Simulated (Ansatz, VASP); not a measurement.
# ScTaO2: VASP beside Ansatz

```
Sc Ta O
1.0
     3.70501    0.00000    0.00000
    -1.85250    3.20863    0.00000
     0.00000    0.00000    5.17386
Sc Ta O
1 1 2
Direct
  0.00000 0.00000 0.00000
  0.00000 0.00000 0.50000
  0.33333 0.66667 0.53066
  0.66667 0.33333 0.46934
```

Alike in both runs: task single point; functional PBE; k mesh 6 × 6 × 4; occupations gaussian, width 0.1 eV; no spin polarisation.

```csv
,VASP,Ansatz
version,VASP 6.6.1,Ansatz 0.2.0
potentials or method,"VASP PAW PBE potentials, release 64 (Sc_sv, Ta_pv, O), cutoff 520 eV","scalar-relativistic, plane waves, PAW"
valence electrons in the cell,34,36
```

Ansatz gave:

```
gap on the k mesh at the Fermi level (eV)                     : none
pressure (GPa)                                                : 8.3
traceless stress, the component that is largest in VASP (GPa) : 19.64
rms of the force components (eV/Å)                            : 0.570
```

**Question.** Which values does VASP return?

**Answer.** gap on the k mesh at the Fermi level (eV): none; pressure (GPa): 8.6; traceless stress, the component that is largest in VASP (GPa): 19.41; rms of the force components (eV/Å): 0.574.

Atom by atom the forces differ by 0.004 eV/Å (rms over components). A gap of «none» marks a metal or a gap that the smearing closes. With one functional, cell and mesh, what is left measures potentials, basis and numerics. VASP's potentials hold 34 valence electrons a cell and Ansatz's 36, so a difference there can come from the potentials and not from the codes.

Neither program's run includes spin-orbit coupling.
